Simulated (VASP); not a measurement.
Input of a VASP 6.6.1 run:

INCAR

```
  ALGO = Normal
  EDIFF = 1E-6
  ENCUT = 520
  GGA = PS
  ISIF = 2
  ISMEAR = -1
  LASPH = T
  LCHARG = T
  LELF = T
  LREAL = F
  LVHAR = T
  LWAVE = F
  NBANDS = 15
  NELM = 100
  PREC = Accurate
  SIGMA = 0.05
```

KPOINTS

```
k-points
0
Gamma
  10 10 8
```

POSCAR

```
HfB2
1.0
    3.1400000000      0.0000000000      0.0000000000
   -1.5700000000      2.7193197679      0.0000000000
    0.0000000000      0.0000000000      3.4800000000
Hf B
1 2
Direct
    0.0040700000     -0.0037840000     -0.0029730000
    0.6735240000      0.3435500000      0.4913070000
    0.3173900000      0.6751330000      0.4845490000
```

Potentials or basis: VASP PAW PBE potentials, release 64 (Hf_pv, B).

The run is started by

```bash
$ cat potpaw_PBE.64/Hf_pv/POTCAR potpaw_PBE.64/B/POTCAR > POTCAR
$ mpirun -np 1 vasp_std > vasp.out
```

**Question.** Predict the pressure.

**Answer.** -3.6 GPa.

**Question.** Estimate the band gap on the k mesh.

**Answer.** Zero (bands 8 and 9 overlap by 0.61 eV).

Stress tensor (GPa, compression positive):
```
-3.05 -0.26  0.48
-0.26 -3.54 -0.33
 0.48 -0.33 -4.28
```

Caveat: the cell differs from its parent crystal (atoms moved at random); the cell stands under tension; the PAW data sets were made with another functional, which shifts forces and pressure a little; spin-orbit coupling is left out, which moves the levels of the heavy elements.
